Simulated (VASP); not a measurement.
TiSi2, 6 atoms in the cell. The structure is orthorhombic, space group Fddd (No. 70). The conventional cell has a = 4.773 Å, b = 8.236 Å, c = 8.693 Å, α = 90.00°, β = 90.00°, γ = 90.00°. Ti (site symmetry 222) has 10 Si at 2.57 to 2.75 Å and 4 Ti at 3.22 Å within 3.4 Å. Si (site symmetry 2) has 5 Ti at 2.57 to 2.75 Å and 9 Si at 2.57 to 3.22 Å within 3.4 Å.  This cell differs from its parent crystal: zz strain of +2 %.

| Quantity | Value |
| --- | --- |
| Program | VASP 6.6.1 |
| Task | electric field gradients |
| Functional | PBE |
| Potentials or basis | VASP PAW PBE potentials, release 64 (Ti_sv, Si) |
| Cutoff | 520 eV |
| k mesh | 8 × 8 × 8 |
| Occupations | fermi-dirac, width 0.08 eV |
| Spin | no spin polarisation |
| Dipole correction | no |
| Further INCAR settings | ALGO = Normal; EDIFF = 1e-08; NBANDS = 29 |

Potentials or basis: VASP PAW PBE potentials, release 64 (Ti_sv, Si).

Launch:

```console
$ cat potpaw_PBE.64/Ti_sv/POTCAR potpaw_PBE.64/Si/POTCAR > POTCAR
$ mpirun -np 1 vasp_std > vasp.out
```

Hardware: 1 thread of Intel(R) Xeon(R) Platinum 8259CL CPU @ 2.50GHz (Skylake/Cascade Lake) (shared host).

Task: How long does it take, and how much memory?

Result: It took 6.5 min on 1 thread of Intel(R) Xeon(R) Platinum 8259CL CPU @ 2.50GHz (Skylake/Cascade Lake), on a shared host, peak memory 0.36 GiB. Counts: scf iterations 18, k points 95.
